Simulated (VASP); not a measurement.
# Zr (Fm-3m) in VASP: notebook, part 2 of 2

VASP 6.6.1. The steps go on from the part before.

### 3 Single point, revPBE+D4, non-collinear spin, zero start, spin-orbit coupling

This run uses another cell than the first one, of 22.47 Å³/atom.

INCAR

```
SYSTEM = Zr
PREC = Accurate
ENCUT = 520
EDIFF = 1E-6
ISMEAR = 1
SIGMA = 0.1
LREAL = .FALSE.
LASPH = .TRUE.
NELM = 150
ALGO = Fast
ISIF = 2
LWAVE = .FALSE.
LCHARG = .FALSE.
LNONCOLLINEAR = .TRUE.
MAGMOM = 0 0 0
LORBIT = 11
LSORBIT = .TRUE.
GGA_COMPAT = .FALSE.
LORBMOM = .TRUE.
LMAXMIX = 4
GGA = RE
IVDW = 13
NBANDS = 23
```

KPOINTS

```
Automatic mesh
0
G
  10 10 10
  0 0 0
```

POSCAR

```
Zr
1.0
    0.0000000000      2.2398653158      2.2398653158
    2.2398653158      0.0000000000      2.2398653158
    2.2398653158      2.2398653158      0.0000000000
Zr
1
Direct
    0.0000000000      0.0000000000      0.0000000000
```

Potentials or basis: VASP PAW PBE potentials, release 64 (Zr_sv).

On the command line:

```console
> cat potpaw_PBE.64/Zr_sv/POTCAR > POTCAR
> mpirun -np 1 vasp_ncl > vasp.out
```

OUTCAR:

```text
SYSTEM = Zr
   PREC = Accurate
   ENCUT = 520
   EDIFF = 1E-6
   ISMEAR = 1
   LREAL = .FALSE.
   LASPH = .TRUE.
   NELM = 150
   ISIF = 2
   LNONCOLLINEAR = .TRUE.
   LORBIT = 11
   LSORBIT = .TRUE.
   GGA = RE
   IVDW = 13

 ion  position               nearest neighbor table
   1  0.000  0.000  0.000-

  LATTYP: Found a face centered cubic cell.
 ALAT       =     4.4797306316

  Lattice vectors:

 A1 = (   0.0000000000,   2.2398653158,   2.2398653158)
 A2 = (   2.2398653158,   0.0000000000,   2.2398653158)
 A3 = (   2.2398653158,   2.2398653158,   0.0000000000)

Analysis of symmetry for initial positions (statically):
=====================================================================
 Subroutine PRICEL returns:
 Original cell was already a primitive cell.

 Routine SETGRP: Setting up the symmetry group for a
 face centered cubic supercell.

 Subroutine GETGRP returns: Found 48 space group operations
 (whereof 48 operations were pure point group operations)
 out of a pool of 48 trial point group operations.

The static configuration has the point symmetry O_h .

Analysis of symmetry for dynamics (positions and initial velocities):
=====================================================================
 Subroutine PRICEL returns:
 Original cell was already a primitive cell.

 Routine SETGRP: Setting up the symmetry group for a
 face centered cubic supercell.

 Subroutine GETGRP returns: Found 48 space group operations
 (whereof 48 operations were pure point group operations)
 out of a pool of 48 trial point group operations.

The dynamic configuration has the point symmetry O_h .

Analysis of structural, dynamic, and magnetic symmetry:
=====================================================================
 Subroutine PRICEL returns:
 Original cell was already a primitive cell.

 Routine SETGRP: Setting up the symmetry group for a
 face centered cubic supercell.

 Subroutine GETGRP returns: Found 48 space group operations
 (whereof 48 operations were pure point group operations)
 out of a pool of 48 trial point group operations.

The overall configuration has the point symmetry O_h .

 Subroutine INISYM returns: Found 48 space group operations
 (whereof 48 operations are pure point group operations),
 and found     1 'primitive' translations

----------------------------------------------------------------------------------------

                                     Primitive cell

  volume of cell :      22.4748

  direct lattice vectors                    reciprocal lattice vectors
     0.000000000  2.239865316  2.239865316    -0.223227708  0.223227708  0.223227708
     2.239865316  0.000000000  2.239865316     0.223227708 -0.223227708  0.223227708
     2.239865316  2.239865316  0.000000000     0.223227708  0.223227708 -0.223227708

  length of vectors
     3.167647907  3.167647907  3.167647907     0.386641731  0.386641731  0.386641731

  position of ions in fractional coordinates (direct lattice)
     0.000000000  0.000000000  0.000000000

  ion indices of the primitive-cell ions
   primitive index   ion index
                 1           1

----------------------------------------------------------------------------------------

 KPOINTS: Automatic mesh

Automatic generation of k-mesh.
[... 98 lines left out ...]
 Methfessel and Paxton  Order N= 1 SIGMA  =   0.10
  energy-cutoff  :      520.00
  volume of cell :       22.47
 maximum number of plane-waves:      1240
   NGX = 11   NGY = 11   NGZ = 11

 number of electron      12.0000000 magnetization       0.0000000      0.0000000      0.0000000

 number of electron      12.0000000 magnetization      -0.0000000     -0.0000000     -0.0000000

 number of electron      12.0000000 magnetization      -0.0000000     -0.0000000      0.0000000

 number of electron      12.0000000 magnetization      -0.0000000      0.0000000      0.0000000

 Free energy of the ion-electron system (eV)
  ---------------------------------------------------
  ext. energy  EPLUGINS =         0.00000000
  ---------------------------------------------------
  free energy    TOTEN  =        -8.19452355 eV

  energy without entropy =       -8.19275694  energy(sigma->0) =       -8.19393468

 E-fermi :   9.3279     XC(G=0): -11.1912

 val. band max:        9.3099972978   @ k =  -0.3000   0.2000   0.0000
 cond. band min:       9.3507378476   @ k =   0.4000   0.1000   0.0000
 fundamental gap:      0.0407405498
 Fermi energy:         9.3279141531

 k-point     1 :       0.0000    0.0000    0.0000
  band No.  band energies     occupation
      1     -39.3160      1.00000
      2     -39.3160      1.00000
      3     -17.9808      1.00000
      4     -17.9808      1.00000
      5     -16.1983      1.00000
      6     -16.1983      1.00000
[... 613 lines left out ...]
     22      21.2431      0.00000
     23      22.3892      0.00000

 [... further k-points ...]

------------------------ aborting loop because EDIFF is reached ----------------------------------------

  DFT-D4 for vdW energy calculation

  Edisp (eV):   -0.28903

  FORCE on cell =-STRESS in cart. coord.  units (eV):
  Direction    XX          YY          ZZ          XY          YZ          ZX
  --------------------------------------------------------------------------------------
  -------------------------------------------------------------------------------------
  Total       0.38087     0.38087     0.38087    -0.00000     0.00000    -0.00000
  in kB      27.15171    27.15171    27.15171    -0.00000     0.00000    -0.00000
  external pressure =       27.15 kB  Pullay stress =        0.00 kB

 VOLUME and BASIS-vectors are now :
 -----------------------------------------------------------------------------
  energy-cutoff  :      520.00
  volume of cell :       22.47
      direct lattice vectors                 reciprocal lattice vectors
     0.000000000  2.239865316  2.239865316    -0.223227708  0.223227708  0.223227708
     2.239865316  0.000000000  2.239865316     0.223227708 -0.223227708  0.223227708
     2.239865316  2.239865316  0.000000000     0.223227708  0.223227708 -0.223227708

 POSITION                                       TOTAL-FORCE (eV/Angst)
 -----------------------------------------------------------------------------------
      0.00000      0.00000      0.00000         0.000000      0.000000      0.000000
 -----------------------------------------------------------------------------------
    total drift:                                0.000000     -0.000000     -0.000000

  FREE ENERGIE OF THE ION-ELECTRON SYSTEM (eV)
  ---------------------------------------------------
  free  energy   TOTEN  =        -8.4835542131 eV

  energy  without entropy=       -8.4817876108  energy(sigma->0) =       -8.48296535

 orbital moment (x)

 # of ion     p       d       tot
 ----------------------------------------
  1         0.000  -0.000  -0.000
 ----------------------------------------
            0.000  -0.000  -0.000

 orbital moment (y)

 # of ion     p       d       tot
 ----------------------------------------
  1         0.000  -0.000  -0.000
 ----------------------------------------
            0.000  -0.000  -0.000

 orbital moment (z)

 # of ion     p       d       tot
 ----------------------------------------
  1         0.000   0.000   0.000
 ----------------------------------------
            0.000   0.000   0.000

 Spin-Orbit-Coupling matrix elements

 Ion:    1  E_soc:     -0.1435088
 l=   1
     0.0000000    -0.0232136    -0.0232136
    -0.0232136     0.0000000    -0.0232136
    -0.0232136    -0.0232136     0.0000000
 l=   2
     0.0000000    -0.0001542     0.0000000    -0.0001542    -0.0005503
    -0.0001542     0.0000000    -0.0004127    -0.0001542    -0.0001376
     0.0000000    -0.0004127     0.0000000    -0.0004127     0.0000000
    -0.0001542    -0.0001542    -0.0004127     0.0000000    -0.0001376
    -0.0005503    -0.0001376     0.0000000    -0.0001376     0.0000000
 l=   3
     0.0000000     0.0000000     0.0000000     0.0000000     0.0000000     0.0000000     0.0000000
     0.0000000     0.0000000     0.0000000     0.0000000     0.0000000     0.0000000     0.0000000
     0.0000000     0.0000000     0.0000000     0.0000000     0.0000000     0.0000000     0.0000000
     0.0000000     0.0000000     0.0000000     0.0000000     0.0000000     0.0000000     0.0000000
     0.0000000     0.0000000     0.0000000     0.0000000     0.0000000     0.0000000     0.0000000
     0.0000000     0.0000000     0.0000000     0.0000000     0.0000000     0.0000000     0.0000000
     0.0000000     0.0000000     0.0000000     0.0000000     0.0000000     0.0000000     0.0000000

 total charge

# of ion       s       p       d       tot
------------------------------------------
    1        2.232   5.961   1.677   9.870

 magnetization (x)

# of ion       s       p       d       tot
------------------------------------------
    1        0.000   0.000  -0.000  -0.000

 magnetization (y)

# of ion       s       p       d       tot
------------------------------------------
    1       -0.000   0.000  -0.000  -0.000

 magnetization (z)

# of ion       s       p       d       tot
------------------------------------------
    1       -0.000  -0.000   0.000   0.000
```

OSZICAR:

```text
N       E                     dE             d eps       ncg     rms          rms(c)
DAV:   1     0.106679849483E+03    0.10668E+03   -0.65342E+03  2162   0.105E+03
DAV:   2    -0.206981963606E+01   -0.10875E+03   -0.10542E+03  2546   0.315E+02
DAV:   3    -0.836724044026E+01   -0.62974E+01   -0.62048E+01  4004   0.564E+01
DAV:   4    -0.849245867140E+01   -0.12522E+00   -0.12513E+00  2478   0.725E+00
DAV:   5    -0.849392926768E+01   -0.14706E-02   -0.14706E-02  3114   0.674E-01    0.106E+01
RMM:   6    -0.823365207923E+01    0.26028E+00   -0.31580E-01  2275   0.489E+00    0.442E+00
RMM:   7    -0.818669353519E+01    0.46959E-01   -0.28443E-01  2490   0.409E+00    0.834E-01
RMM:   8    -0.819269861933E+01   -0.60051E-02   -0.38142E-02  2871   0.150E+00    0.653E-01
RMM:   9    -0.819429964766E+01   -0.16010E-02   -0.84139E-03  3000   0.817E-01    0.246E-01
RMM:  10    -0.819450696040E+01   -0.20731E-03   -0.25685E-03  3108   0.414E-01    0.723E-02
RMM:  11    -0.819448746776E+01    0.19493E-04   -0.48948E-04  2911   0.221E-01    0.156E-02
RMM:  12    -0.819450731855E+01   -0.19851E-04   -0.20220E-04  3617   0.107E-01    0.171E-02
RMM:  13    -0.819451636399E+01   -0.90454E-05   -0.50857E-05  3449   0.523E-02    0.676E-03
RMM:  14    -0.819452231324E+01   -0.59493E-05   -0.21473E-05  3236   0.355E-02    0.424E-03
RMM:  15    -0.819452280055E+01   -0.48731E-06   -0.10002E-05  2752   0.202E-02    0.528E-03
RMM:  16    -0.819452354561E+01   -0.74507E-06   -0.46096E-06  2279   0.126E-02
   1 F= -.84835542E+01 E0= -.84829653E+01  d E =-.176660E-02  mag=    -0.0000     0.0000     0.0000
```

stdout:

```text
POSCAR found type information on POSCAR Zr
 POSCAR found :  1 types and       1 ions
 scaLAPACK will be used
 -----------------------------------------------------------------------------
|                                                                             |
|                                                                             |
|     You enforced a specific xc type in the INCAR file but a different       |
|     I HOPE YOU KNOW WHAT YOU ARE DOING!                                     |
|                                                                             |
 -----------------------------------------------------------------------------

 LDA part: xc-table for (Slater+PW92), standard interpolation
 POSCAR, INCAR and KPOINTS ok, starting setup
 FFT: planning ... GRIDC
 FFT: planning ... GRID_SOFT
 FFT: planning ... GRID
 WAVECAR not read
 entering main loop
WARNING in EDDRMM: call to ZHEGV failed, returncode =   8  4     10
WARNING in EDDRMM: call to ZHEGV failed, returncode =   8  4     13
WARNING in EDDRMM: call to ZHEGV failed, returncode =   6  3     15
WARNING in EDDRMM: call to ZHEGV failed, returncode =   8  4     10
```

Wall time 30 s (1 thread of Intel Xeon 6975P-C (Granite Rapids), shared host); peak memory 0.21 GiB.

What came out:

```yaml
Free_energy: -8.4836 eV
Pressure: 2.7 GPa
Net_moment: 0.00 μB per cell
Valence_electrons_inside_the_program's_atomic_spheres: Zr 9.87
Dispersion_energy_per_atom: -0.289 eV
```

Moments on the atoms (μB; x, y, z):
```
Zr  0.00 0.00 0.00
```

Caveat: the PAW data sets were made with another functional, which shifts forces and pressure a little.

### 4 Single point, revPBE+D4, non-collinear spin, zero start, spin-orbit coupling

This run uses another cell than the first one, of 22.93 Å³/atom.

INCAR

```
SYSTEM = Zr
PREC = Accurate ; ENCUT = 520
EDIFF = 1E-7 ; ISMEAR = 1
SIGMA = 0.1 ; LREAL = .False.
LASPH = .True. ; NELM = 150
ALGO = Normal ; ISIF = 2
LWAVE = .False. ; LCHARG = .True.
MAGMOM = 0 0 0 ; LORBIT = 11
LSORBIT = .True. ; GGA_COMPAT = .False.
LORBMOM = .True. ; LMAXMIX = 4
GGA = RE ; IVDW = 13
LVHAR = .True. ; NBANDS = 23
```

KPOINTS

```
regular mesh
0
Gamma
  10 10 10
  0 0 0
```

POSCAR

```
Zr
1.0
    0.0000000000      2.2550000000      2.2550000000
    2.2550000000      0.0000000000      2.2550000000
    2.2550000000      2.2550000000      0.0000000000
Zr
1
Direct
    0.0000000000      0.0000000000      0.0000000000
```

On the command line:

```console
> cat potpaw_PBE.64/Zr_sv/POTCAR > POTCAR
> mpirun -np 1 vasp_ncl > vasp.out
```

It took 21 s on 1 thread of Intel Xeon 6975P-C (Granite Rapids), shared host; peak memory 0.21 GiB.

Results (log left out):

| Property | Result |
| --- | --- |
| Free energy | -8.4889 eV |
| Pressure | 0.9 GPa |
| Net moment | 0.00 μB per cell |
| Valence electrons inside the program's atomic spheres | Zr 9.84 |
| Dispersion energy per atom | -0.283 eV |

Moments on the atoms (μB; x, y, z):
```
Zr  0.00 0.00 0.00
```

Caveat: the PAW data sets were made with another functional, which shifts forces and pressure a little.

### 5 Overview

| cell | pressure (GPa) | moment (μB) |
| --- | --- | --- |
| a = 3.146 Å, angles 60.0°, 1 atom | 4.7 | 0.00 |
| a = 3.168 Å, angles 60.0°, 1 atom | 2.7 | 0.00 |
| a = 3.189 Å, angles 60.0°, 1 atom | 0.9 | 0.00 |

Alike in all rows: task single point; level revPBE+D4; potentials or basis VASP PAW PBE potentials, release 64 (Zr_sv); spin non-collinear, zero start, SOC; k mesh 10 × 10 × 10; cutoff (eV) 520; smearing methfessel-paxton 0.1 eV.

Caveats: the PAW data sets were made with another functional, which shifts forces and pressure a little; the cell stands under pressure (at least some runs).

Absolute energies hang on the potentials; compare differences alone.
